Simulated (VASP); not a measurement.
# WS2 (R3m) in VASP: notebook

The runs below take WS2 through single point, with PBEsol.

Everything below comes from runs of VASP 6.6.1. Logs are shortened: lines on timing, memory, paths and dates and some standing lists are left out, and cuts for length are marked.

## Step 1: The cell of the first run

The structure is trigonal, space group R3m (No. 160). Conventional cell: a = 3.179 Å, b = 3.179 Å, c = 18.612 Å, α = 90.00°, β = 90.00°, γ = 120.00°. Within 3.2 Å of W (site symmetry 3m) lie 6 S at 2.41 to 2.43 Å and 6 W at 3.18 Å. S (site symmetry 3m) has 3 W at 2.41 Å and 7 S at 3.15 to 3.18 Å within 3.2 Å. S (site symmetry 3m) has 3 W at 2.43 Å and 7 S at 3.15 to 3.18 Å within 3.2 Å.

## Step 2: Single point, PBEsol (18.10 Å³/atom)

INCAR

```
SYSTEM = WS2
PREC = Accurate ; ENCUT = 520
EDIFF = 1E-7 ; ISMEAR = -1
SIGMA = 0.03 ; LREAL = .FALSE.
LASPH = .TRUE. ; NELM = 80
ALGO = Normal ; ISIF = 2
LWAVE = .FALSE. ; LCHARG = .TRUE.
GGA = PS ; LELF = .TRUE.
LVHAR = .TRUE. ; NBANDS = 20
```

KPOINTS

```
regular mesh
0
G
  15 15 15
  0 0 0
```

POSCAR

```
WS2
1.0
    1.5894576452      0.9176737993      6.2041479445
   -1.5894576452      0.9176737993      6.2041479445
    0.0000000000     -1.8353475986      6.2041479445
W S
1 2
Direct
    0.0000000000      0.0000000000      0.0000000000
    0.7503000000      0.7503000000      0.7503000000
    0.5810000000      0.5810000000      0.5810000000
```

Potentials or basis: VASP PAW PBE potentials, release 64 (W_sv, S).

Command:

```bash
cat potpaw_PBE.64/W_sv/POTCAR potpaw_PBE.64/S/POTCAR > POTCAR
mpirun -np 1 vasp_std > vasp.out
```

OUTCAR:

```text
SYSTEM = WS2
   PREC = Accurate
   ENCUT = 520
   EDIFF = 1E-7
   ISMEAR = -1
   LREAL = .FALSE.
   LASPH = .TRUE.
   NELM = 80
   ISIF = 2
   GGA = PS

 ion  position               nearest neighbor table
   1  0.000  0.000  0.000-   2 2.41   2 2.41   2 2.41   3 2.43   3 2.43   3 2.43
   2  0.750  0.750  0.750-   1 2.41   1 2.41   1 2.41
   3  0.581  0.581  0.581-   1 2.43   1 2.43   1 2.43

  LATTYP: Found a trigonal (rhomboedric) cell.
 ALAT       =     6.4699267790
 COS(alpha) =     0.8792939096

  Lattice vectors:

 A1 = (   1.5894576452,   0.9176737993,   6.2041479445)
 A2 = (  -1.5894576452,   0.9176737993,   6.2041479445)
 A3 = (   0.0000000000,  -1.8353475986,   6.2041479445)

Analysis of symmetry for initial positions (statically):
=====================================================================
 Subroutine PRICEL returns:
 Original cell was already a primitive cell.

 Routine SETGRP: Setting up the symmetry group for a
 trigonal (rhombohedral) supercell.

 Subroutine GETGRP returns: Found  6 space group operations
 (whereof  6 operations were pure point group operations)
 out of a pool of 12 trial point group operations.

The static configuration has the point symmetry C_3v.

Analysis of symmetry for dynamics (positions and initial velocities):
=====================================================================
 Subroutine PRICEL returns:
 Original cell was already a primitive cell.

 Routine SETGRP: Setting up the symmetry group for a
 trigonal (rhombohedral) supercell.

 Subroutine GETGRP returns: Found  6 space group operations
 (whereof  6 operations were pure point group operations)
 out of a pool of 12 trial point group operations.

The dynamic configuration has the point symmetry C_3v.

 Subroutine INISYM returns: Found  6 space group operations
 (whereof  6 operations are pure point group operations),
 and found     1 'primitive' translations

----------------------------------------------------------------------------------------

                                     Primitive cell

  volume of cell :      54.2964

  direct lattice vectors                    reciprocal lattice vectors
     1.589457645  0.917673799  6.204147944     0.314572711  0.181618639  0.053727496
    -1.589457645  0.917673799  6.204147944    -0.314572711  0.181618639  0.053727496
     0.000000000 -1.835347599  6.204147944     0.000000000 -0.363237278  0.053727496

  length of vectors
     6.469926779  6.469926779  6.469926779     0.367189276  0.367189276  0.367189276

[... 81 lines left out ...]
   NELM   =     80;   NELMIN=  2; NELMDL= -5     # of ELM steps
   EDIFF  = 0.1E-06   stopping-criterion for ELM
   LREAL  =      F    real-space projection
   EDIFFG = 0.1E-05   stopping-criterion for IOM
   NSW    =      0    number of steps for IOM
   IBRION =     -1    ionic relax: 0-MD 1-quasi-New 2-CG
   NFREE  =      0    steps in history (QN), initial steepest desc. (CG)
   ISIF   =      2    stress and relaxation
   ISYM   =      2    0-nonsym 1-usesym 2-fastsym
   POTIM  = 0.5000    time-step for ionic-motion
   TEBEG  =    0.0;   TEEND  =   0.0 temperature during run
   PSTRESS=    0.0 pullay stress
   NELECT =      26.0000    total number of electrons
   NUPDOWN=      -1.0000    fix difference up-down
   EMIN   =  10.00;   EMAX   =-10.00  energy-range for DOS
   EFERMI =   0.00;   METHOD = LEGACY
   ISMEAR =    -1;   SIGMA  =   0.03  broadening in eV -4-tet -1-fermi 0-gaus
   EFERMI_NEDOS =   21; number of points for ismear=-14 and -15
   IALGO  =     38    algorithm
   IMIX   =      4    mixing-type and parameters
     AMIX     =   0.40;   BMIX     =  1.00
     AMIX_MAG =   1.60;   BMIX_MAG =  1.00
  volume/ion in A,a.u.               =      18.10       122.14
  Fermi-wavevector in a.u.,A,eV,Ry     =   1.280783  2.420330 22.319083  1.640406
  Thomas-Fermi vector in A             =   2.413191
   LORBIT       =      0    0 simple, 1 ext, 2 COOP (PROOUT), +10 PAW based schemes
   GGA     = PS    functional components
   LHFCALC =     F    Hartree Fock is set to
   AEXX    =    0.0000 exact exchange contribution
   IVDW    =     0    specifies the selected vdW correction
   LEPSILON=     F    determine dielectric tensor
   LRPA    =     F    only Hartree local field effects (RPA)
 non-spin polarized calculation
  energy-cutoff  :      520.00
  volume of cell :       54.30
 maximum number of plane-waves:      1480
   NGX = 23   NGY = 23   NGZ = 23

 number of electron      26.0000002 magnetization

 Free energy of the ion-electron system (eV)
  ---------------------------------------------------
  ext. energy  EPLUGINS =         0.00000000
  ---------------------------------------------------
  free energy    TOTEN  =       -25.24969277 eV

  energy without entropy =      -25.24969277  energy(sigma->0) =      -25.24969277

 E-fermi :   7.6252     XC(G=0): -11.0181

 val. band max:        7.1280420053   @ k =   0.4667   0.4667   0.4667
 cond. band min:       8.1781939269   @ k =  -0.2000   0.1333   0.0000
 fundamental gap:      1.0501519216
 Fermi energy:         7.6252162145

 k-point     1 :       0.0000    0.0000    0.0000
  band No.  band energies     occupation
      1     -67.4720      2.00000
      2     -31.7171      2.00000
      3     -31.5538      2.00000
      4     -31.5538      2.00000
      5      -8.3555      2.00000
      6      -6.4181      2.00000
[... 541 lines left out ...]
     19      15.5677      0.00000
     20      16.0541      0.00000

 [... further k-points ...]

------------------------ aborting loop because EDIFF is reached ----------------------------------------

  FORCE on cell =-STRESS in cart. coord.  units (eV):
  Direction    XX          YY          ZZ          XY          YZ          ZX
  --------------------------------------------------------------------------------------
  -------------------------------------------------------------------------------------
  Total       -1.3360182     -1.3360182     -1.0743728      0.0000000      0.0000000      0.0000000
  in kB      -39.4232345    -39.4232345    -31.7026010      0.0000000      0.0000000      0.0000000
  external PRESSURE =     -36.8496900 kB  Pullay stress =       0.0000000 kB

 VOLUME and BASIS-vectors are now :
 -----------------------------------------------------------------------------
  energy-cutoff  :      520.00
  volume of cell :       54.30
      direct lattice vectors                 reciprocal lattice vectors
     1.589457645  0.917673799  6.204147944     0.314572711  0.181618639  0.053727496
    -1.589457645  0.917673799  6.204147944    -0.314572711  0.181618639  0.053727496
     0.000000000 -1.835347599  6.204147944     0.000000000 -0.363237278  0.053727496

 POSITION                                       TOTAL-FORCE (eV/Angst)
 -----------------------------------------------------------------------------------
      0.00000      0.00000      0.00000         0.000000     -0.000000     -0.574125
      0.00000      0.00000     13.96492         0.000000      0.000000     -0.103430
      0.00000      0.00000     10.81383         0.000000     -0.000000      0.677555
 -----------------------------------------------------------------------------------
    total drift:                                0.000000      0.000000      0.000002

  FREE ENERGIE OF THE ION-ELECTRON SYSTEM (eV)
  ---------------------------------------------------
  free  energy   TOTEN  =       -25.2496927690 eV

  energy  without entropy=      -25.2496927688  energy(sigma->0) =      -25.24969277
```

It took 12 min on 1 thread of AMD EPYC 9R45 (Zen 5), shared host; peak memory 0.54 GiB.

Results:

```
Free energy            : -25.2497 eV
Pressure               : -3.7 GPa
Largest force          : 0.678 eV/Å
Band gap on the k mesh : 1.05 eV (least direct gap 1.84 eV)
```

Forces in eV/Å, atoms in the order of the input:
```
W    0.000  0.000 -0.574
S    0.000  0.000 -0.103
S    0.000  0.000  0.678
```

Levels at points of the mesh, in eV from the valence-band top:
| k point | band 11 | band 12 | band 13 | band 14 | band 15 | band 16 |
| --- | --- | --- | --- | --- | --- | --- |
| (0.00, 0.00, 0.00) | -2.22 | -1.53 | -1.16 | 2.17 | 2.17 | 2.50 |

Caveat: the cell stands under tension; the PAW data sets were made with another functional, which shifts forces and pressure a little; spin-orbit coupling is left out, which moves the levels of the heavy elements. A k mesh can miss the band edges.

## Step 3: Single point, PBEsol (16.68 Å³/atom)

This run uses another cell than the first one, of 16.68 Å³/atom.

INCAR

```
ALGO = Normal
EDIFF = 1E-6
ENCUT = 520
GGA = PS
ISIF = 2
ISMEAR = -1
LASPH = T
LCHARG = T
LELF = T
LREAL = F
LVHAR = T
LWAVE = F
NBANDS = 20
NELM = 60
PREC = Accurate
SIGMA = 0.03
```

KPOINTS

```
k-points
0
Gamma
  15 15 15
```

POSCAR

```
WS2
1.0
    1.5467668421      0.8930262526      6.0375124514
   -1.5467668421      0.8930262526      6.0375124514
    0.0000000000     -1.7860525053      6.0375124514
W S
1 2
Direct
    0.0000000000      0.0000000000      0.0000000000
    0.7503000000      0.7503000000      0.7503000000
    0.5810000000      0.5810000000      0.5810000000
```

Potentials or basis: VASP PAW PBE potentials, release 64 (W_sv, S).

Command:

```bash
cat potpaw_PBE.64/W_sv/POTCAR potpaw_PBE.64/S/POTCAR > POTCAR
mpirun -np 1 vasp_std > vasp.out
```

OUTCAR:

```text
EDIFF = 1E-6
   ENCUT = 520
   GGA = PS
   ISIF = 2
   ISMEAR = -1
   LASPH = T
   LREAL = F
   NELM = 60
   PREC = Accurate

 ion  position               nearest neighbor table
   1  0.000  0.000  0.000-   2 2.34   2 2.34   2 2.34   3 2.37   3 2.37   3 2.37
   2  0.750  0.750  0.750-   1 2.34   1 2.34   1 2.34
   3  0.581  0.581  0.581-   1 2.37   1 2.37   1 2.37

  LATTYP: Found a trigonal (rhomboedric) cell.
 ALAT       =     6.2961528057
 COS(alpha) =     0.8792939096

  Lattice vectors:

 A1 = (   1.5467668421,   0.8930262526,   6.0375124514)
 A2 = (  -1.5467668421,   0.8930262526,   6.0375124514)
 A3 = (   0.0000000000,  -1.7860525053,   6.0375124514)

Analysis of symmetry for initial positions (statically):
=====================================================================
 Subroutine PRICEL returns:
 Original cell was already a primitive cell.

 Routine SETGRP: Setting up the symmetry group for a
 trigonal (rhombohedral) supercell.

 Subroutine GETGRP returns: Found  6 space group operations
[... 157 lines left out ...]

 Free energy of the ion-electron system (eV)
  ---------------------------------------------------
  ext. energy  EPLUGINS =         0.00000000
  ---------------------------------------------------
  free energy    TOTEN  =       -25.15997046 eV

  energy without entropy =      -25.15997046  energy(sigma->0) =      -25.15997046

 E-fermi :   8.7161     XC(G=0): -11.4232

 val. band max:        8.2651189669   @ k =   0.4667   0.4667   0.4667
 cond. band min:       9.2287047858   @ k =  -0.2000   0.2000   0.0000
 fundamental gap:      0.9635858189
 Fermi energy:         8.7160504846

 k-point     1 :       0.0000    0.0000    0.0000
  band No.  band energies     occupation
      1     -66.2882      2.00000
      2     -30.6447      2.00000
      3     -30.3921      2.00000
      4     -30.3921      2.00000
      5      -7.9324      2.00000
      6      -5.6640      2.00000
[... 541 lines left out ...]
     19      16.7417      0.00000
     20      17.2360      0.00000

 [... further k-points ...]
[... 5 lines left out ...]
  --------------------------------------------------------------------------------------
  -------------------------------------------------------------------------------------
  Total        3.3243867      3.3243867      3.9980392      0.0000000     -0.0000000      0.0000000
  in kB      106.4446276    106.4446276    128.0145284      0.0000000     -0.0000000      0.0000000
  external PRESSURE =     113.6345945 kB  Pullay stress =       0.0000000 kB

 VOLUME and BASIS-vectors are now :
 -----------------------------------------------------------------------------
  energy-cutoff  :      520.00
  volume of cell :       50.04
      direct lattice vectors                 reciprocal lattice vectors
     1.546766842  0.893026253  6.037512451     0.323254925  0.186631318  0.055210376
    -1.546766842  0.893026253  6.037512451    -0.323254925  0.186631318  0.055210376
     0.000000000 -1.786052505  6.037512451     0.000000000 -0.373262636  0.055210376

 POSITION                                       TOTAL-FORCE (eV/Angst)
 -----------------------------------------------------------------------------------
      0.00000      0.00000      0.00000         0.000000      0.000000     -0.693260
      0.00000     -0.00000     13.58984         0.000000     -0.000000      1.499024
      0.00000     -0.00000     10.52338         0.000000      0.000000     -0.805764
 -----------------------------------------------------------------------------------
    total drift:                                0.000000      0.000000     -0.000052

  FREE ENERGIE OF THE ION-ELECTRON SYSTEM (eV)
  ---------------------------------------------------
  free  energy   TOTEN  =       -25.1599704643 eV

  energy  without entropy=      -25.1599704638  energy(sigma->0) =      -25.15997046
```

OSZICAR:

```text
N       E                     dE             d eps       ncg     rms          rms(c)
DAV:   1     0.198445349146E+03    0.19845E+03   -0.13103E+04 13768   0.131E+03
DAV:   2    -0.160739135182E+02   -0.21452E+03   -0.20726E+03 16004   0.347E+02
DAV:   3    -0.262031863685E+02   -0.10129E+02   -0.10021E+02 17236   0.710E+01
DAV:   4    -0.263438569114E+02   -0.14067E+00   -0.14055E+00 16484   0.899E+00
DAV:   5    -0.263461557270E+02   -0.22988E-02   -0.22987E-02 16988   0.121E+00    0.316E+01
DAV:   6    -0.253255289707E+02    0.10206E+01   -0.41766E+00 15464   0.148E+01    0.131E+01
DAV:   7    -0.252005641904E+02    0.12496E+00   -0.97432E-01 14528   0.563E+00    0.545E+00
DAV:   8    -0.251623352274E+02    0.38229E-01   -0.21717E-01 15828   0.314E+00    0.140E+00
DAV:   9    -0.251603441736E+02    0.19911E-02   -0.11474E-02 17544   0.725E-01    0.619E-01
DAV:  10    -0.251599917775E+02    0.35240E-03   -0.46490E-03 15912   0.471E-01    0.578E-02
DAV:  11    -0.251599629160E+02    0.28861E-04   -0.41807E-04 15448   0.143E-01    0.532E-02
DAV:  12    -0.251599680941E+02   -0.51781E-05   -0.41619E-05 16188   0.516E-02    0.104E-02
DAV:  13    -0.251599704043E+02   -0.23102E-05   -0.54854E-06 15792   0.176E-02    0.584E-03
DAV:  14    -0.251599704643E+02   -0.59963E-07   -0.68779E-07  9400   0.555E-03
   1 F= -.25159970E+02 E0= -.25159970E+02  d E =-.504724E-09
```

It took 20 min on 1 thread of Oxide Virtual Turin-like, shared host; peak memory 0.51 GiB.

Results:

```yaml
Free_energy: -25.1600 eV
Pressure: 11.4 GPa
Largest_force: 1.499 eV/Å
Band_gap_on_the_k_mesh: 0.96 eV (least direct gap 2.05 eV)
```

Forces on the atoms (eV/Å):
```
W    0.000  0.000 -0.693
S    0.000  0.000  1.499
S    0.000  0.000 -0.806
```

Stress tensor (GPa, compression positive):
```
10.64  0.00  0.00
 0.00 10.64  0.00
 0.00  0.00 12.80
```

Levels at points of the mesh, in eV from the valence-band top:
```csv
k point,band 9,band 10,band 11,band 12,band 13,band 14,band 15,band 16,band 17,band 18
"(0.00, 0.00, 0.00)",-3.85,-2.47,-2.47,-1.67,-1.42,2.26,2.26,2.73,2.73,4.91
```

Caveat: the cell stands under pressure; the PAW data sets were made with another functional, which shifts forces and pressure a little; spin-orbit coupling is left out, which moves the levels of the heavy elements.

## Step 4: Single point, PBEsol (17.39 Å³/atom)

This run uses another cell than the first one, of 17.39 Å³/atom.

INCAR

```
SYSTEM = WS2
PREC     = Accurate       ! precision mode
ENCUT    = 520            ! plane-wave cutoff, eV
EDIFF    = 1E-6           ! SCF threshold, eV
ISMEAR   = -1             ! smearing method
SIGMA    = 0.03           ! smearing width, eV
LREAL    = .FALSE.        ! projectors in reciprocal space
LASPH    = .TRUE.         ! aspherical terms in the spheres
NELM     = 80             ! most SCF steps
ALGO     = Normal         ! electronic algorithm
ISIF     = 2              ! what is computed and relaxed
LWAVE    = .FALSE.        ! write WAVECAR
LCHARG   = .FALSE.        ! write CHGCAR
GGA      = PS             ! functional
NBANDS   = 20             ! bands
```

KPOINTS

```
regular mesh
0
G
  15 15 15
  0 0 0
```

POSCAR

```
WS2
1.0
    1.5684027470      0.9055177481      6.1219641228
   -1.5684027470      0.9055177481      6.1219641228
    0.0000000000     -1.8110354963      6.1219641228
W S
1 2
Direct
    0.0000000000      0.0000000000      0.0000000000
    0.7503000000      0.7503000000      0.7503000000
    0.5810000000      0.5810000000      0.5810000000
```

Command:

```bash
cat potpaw_PBE.64/W_sv/POTCAR potpaw_PBE.64/S/POTCAR > POTCAR
mpirun -np 1 vasp_std > vasp.out
```

Run time: 23 min. Hardware: 1 thread of Oxide Virtual Turin-like, shared host; peak memory 0.52 GiB.

Results (log left out):

| Quantity | Value |
| --- | --- |
| Free energy | -25.2547 eV |
| Pressure | 3.0 GPa |
| Largest force | 0.636 eV/Å |
| Band gap on the k mesh | 1.02 eV (least direct gap 1.94 eV) |

Forces in eV/Å, atoms in the order of the input:
```
W    0.000  0.000 -0.630
S    0.000  0.000  0.636
S    0.000  0.000 -0.006
```

Stress tensor (GPa, compression positive):
```
2.56 0.00 0.00
0.00 2.56 0.00
0.00 0.00 3.97
```

Levels at points of the mesh, in eV from the valence-band top:
```tsv
k point	band 11	band 12	band 13	band 14	band 15	band 16
(0.00, 0.00, 0.00)	-2.34	-1.59	-1.29	2.22	2.22	2.62
```

Caveat: the cell stands under pressure; the PAW data sets were made with another functional, which shifts forces and pressure a little; spin-orbit coupling is left out, which moves the levels of the heavy elements. A k mesh can miss the band edges.

## Step 5: The runs side by side

```tsv
cell	gap on the mesh (eV)	pressure (GPa)	largest force (eV/Å)
a = 6.470 Å, angles 28.4°, 3 atoms	1.05	-3.7	0.68
a = 6.296 Å, angles 28.4°, 3 atoms	0.96	11.4	1.50
a = 6.384 Å, angles 28.4°, 3 atoms	1.02	3.0	0.64
```

Alike in all rows: task single point; level PBEsol; potentials or basis VASP PAW PBE potentials, release 64 (W_sv, S); no spin polarisation; k mesh 15 × 15 × 15; cutoff (eV) 520; smearing fermi-dirac 0.03 eV.

Caveats: the PAW data sets were made with another functional, which shifts forces and pressure a little; spin-orbit coupling is left out, which moves the levels of the heavy elements; the cell stands under pressure (at least some runs); the cell stands under tension (at least some runs).

Absolute energies hang on the potentials; compare differences alone.
